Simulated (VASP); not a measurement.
Cu: single point with PBE

Crystal: Cu.

```
Cu
1.0
    -1.81476    1.81476    0.00000
     0.00000    0.00000    3.62951
     1.81476    1.81476    0.00000
Cu
2
Direct
  0.00000 0.00000 0.00000
  0.50000 0.50000 0.50000
```

```yaml
Program: VASP 6.6.1
Task: single point
Functional: PBE
Potentials_or_basis: VASP PAW PBE potentials, release 64 (Cu)
Cutoff: 520 eV
k_mesh: 16 × 11 × 16
Occupations: fermi-dirac, width 0.05 eV
Spin: no spin polarisation
Dipole_correction: no
Further_INCAR_settings: ALGO = Normal; EDIFF = 1e-07; NBANDS = 18
```

| Property | Result |
| --- | --- |
| Pressure | 0.6 GPa |
| Band gap on the k mesh | zero (band 11 reaches 12.97 eV, above the bottom of band 12 at 5.56 eV) |

Levels at points of the mesh, in eV from the Fermi level:
```csv
k point,band 9,band 10,band 11,band 12,band 13,band 14
"(0.00, 0.00, 0.00)",-1.64,-1.48,-1.48,1.51,7.04,12.99
"(0.50, 0.00, 0.00)",-2.18,-2.18,-0.31,-0.31,9.64,9.64
"(0.50, 0.00, 0.50)",-1.48,-1.48,1.51,1.51,7.04,7.04
```

Wall time 67 s on 1 thread of Intel(R) Xeon(R) 6975P-C (Granite Rapids), with other jobs on the host, peak memory 0.2 GiB.
